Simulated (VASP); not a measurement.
Write the native input for VASP 6.6.1 that does the following.

| Property | Result |
| --- | --- |
| Task | single point |
| Functional | PBE |
| Potentials or basis | VASP PAW PBE potentials, release 64 (Li_sv, H) |
| Cutoff | 520 eV |
| k mesh | 12 × 12 × 6 |
| Occupations | fermi-dirac, width 0.02 eV |
| Spin | no spin polarisation |
| Dipole correction | no |
| Further INCAR settings | ALGO = Normal; EDIFF = 1e-06; NBANDS = 12 |

The structure of LiH lies in POSCAR:

```
LiH
1.0
    3.0933638487      0.0000000000      0.0000000000
   -1.5466819244      2.8196312768      0.0000000000
    0.0000000000      0.0000000000      4.0684421498
Li H
2 2
Direct
    0.3367184244      0.6734368488     -0.0625000000
    0.6632815756      0.3265631512      0.4375000000
    0.3371579721      0.6743159443      0.4375000000
    0.6628420279      0.3256840557      0.9375000000
```

This cell differs from its parent crystal: uniaxial x strain -5.0%.

One way to write it, as run:

INCAR

```
PREC = Accurate ; ENCUT = 520
EDIFF = 1E-6 ; ISMEAR = -1
SIGMA = 0.02 ; LREAL = False
LASPH = True ; NELM = 100
ALGO = Normal ; ISIF = 2
LWAVE = False ; LCHARG = False
GGA = PE ; NBANDS = 12
```

KPOINTS

```
Automatic mesh
0
Gamma
  12 12 6
```

Potentials or basis: VASP PAW PBE potentials, release 64 (Li_sv, H).

Run with:

```console
$ cat potpaw_PBE.64/Li_sv/POTCAR potpaw_PBE.64/H/POTCAR > POTCAR
$ mpirun -np 1 vasp_std > vasp.out
```

Results of the run:

```yaml
Largest_force: 0.004 eV/Å
Band_gap_on_the_k_mesh: 1.94 eV, indirect (least direct gap 2.94 eV)
```

Caveat: the cell differs from its parent crystal (uniaxial x strain -5.0%).

Wall time 22 s on 1 thread of Intel(R) Xeon(R) Platinum 8559C (Emerald Rapids), with other jobs on the host, peak memory 0.18 GiB.
